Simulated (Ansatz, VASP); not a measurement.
# GaP: VASP beside Ansatz

Contents of INCAR:

```
SYSTEM = GaP
PREC = Accurate
ENCUT = 520
EDIFF = 1E-6
ISMEAR = 0
SIGMA = 0.05
LREAL = .False.
LASPH = .True.
NELM = 60
ALGO = Normal
ISIF = 2
LWAVE = .False.
LCHARG = .True.
GGA = PE
LELF = .True.
LVHAR = .True.
NBANDS = 16
```

Contents of KPOINTS:

```
Automatic mesh
0
Gamma
  10 10 10
  0 0 0
```

POSCAR

```
GaP
1.0
    0.0000000000      2.6796091959      2.7522691002
    2.7522691002      0.0000000000      2.7522691002
    2.7522691002      2.6796091959      0.0000000000
Ga P
1 1
Direct
    0.0000000000      0.0000000000      0.0000000000
    0.7500000000      0.7500000000      0.7500000000
```

Input for Ansatz:

```yaml
crystal:
  lattice:
    - [0.0, 2.6796091959, 2.7522691002]
    - [2.7522691002, 0.0, 2.7522691002]
    - [2.7522691002, 2.6796091959, 0.0]
  atoms:
    - { symbol: Ga, position: [0.0, 0.0, 0.0] }
    - { symbol: P, position: [0.75, 0.75, 0.75] }
basis:
  ecutwfc: 420
kpoints:
  mp_grid: { grid: [10, 10, 10] }
hamiltonian:
  xc: pbe
scf:
  occupations: { method: gaussian, width: 0.05 }
output:
  forces: true
  stress: true
  eigenvalues: true
```

Alike in both runs: task single point; functional PBE; k mesh 10 × 10 × 10; occupations gaussian, width 0.05 eV; no spin polarisation.

```csv
,VASP,Ansatz
version,VASP 6.6.1,Ansatz 0.2.0
potentials or method,"VASP PAW PBE potentials, release 64 (Ga_d, P), cutoff 520 eV","scalar-relativistic, plane waves, PAW"
valence electrons in the cell,18,18
```

Ansatz gave:

```
gap on the k mesh at the Fermi level (eV)                     : 1.36
least direct gap on the mesh (eV)                             : 1.70
pressure (GPa)                                                : 2.2
traceless stress, the component that is largest in VASP (GPa) : 1.24
```

**Question.** Which values does VASP return?

**Answer.** gap on the k mesh at the Fermi level (eV): 1.35; least direct gap on the mesh (eV): 1.70; pressure (GPa): 2.2; traceless stress, the component that is largest in VASP (GPa): 1.24.

The functional is the same, so the differences come from potentials, cutoffs and numerics.
